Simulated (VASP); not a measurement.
Here is a VASP 6.6.1 calculation.

Contents of INCAR:

```
PREC = Accurate
ENCUT = 520
EDIFF = 1E-6
ISMEAR = 0
SIGMA = 0.1
LREAL = False
LASPH = True
NELM = 150
ALGO = Normal
ISIF = 2
LWAVE = False
LCHARG = True
ISPIN = 2
MAGMOM = 1 1 0
LORBIT = 11
LMAXMIX = 4
GGA = PE
LELF = True
LVHAR = True
NBANDS = 30
```

KPOINTS

```
regular mesh
0
Gamma
  6 6 6
```

The input POSCAR:

```
Ti2In
1.0
    4.7310691665      0.0000000000      0.0000000000
   -2.3655345833      4.0972260853      0.0000000000
    0.0000000000      0.0000000000      2.8543841317
Ti In
2 1
Direct
    0.3333333333      0.6666666667      0.5000000000
    0.6666666667      0.3333333333      0.5000000000
    0.0000000000      0.0000000000      0.0000000000
```

Potentials or basis: VASP PAW PBE potentials, release 64 (Ti_sv, In_d).

Run with:

```console
$ cat potpaw_PBE.64/Ti_sv/POTCAR potpaw_PBE.64/In_d/POTCAR > POTCAR
$ mpirun -np 1 vasp_std > vasp.out
```

Problem. Estimate the pressure.

Solution. 1.0 GPa.

Problem. Estimate the net moment.

Solution. 1.69 μB per cell.

Problem. Predict the site moments.

Solution. Ti +0.67; In -0.03 μB.

Stress tensor (GPa, compression positive):
```
0.39 0.00 0.00
0.00 0.39 0.00
0.00 0.00 2.23
```

Caveat: the k points lie up to 0.37 Å⁻¹ apart.
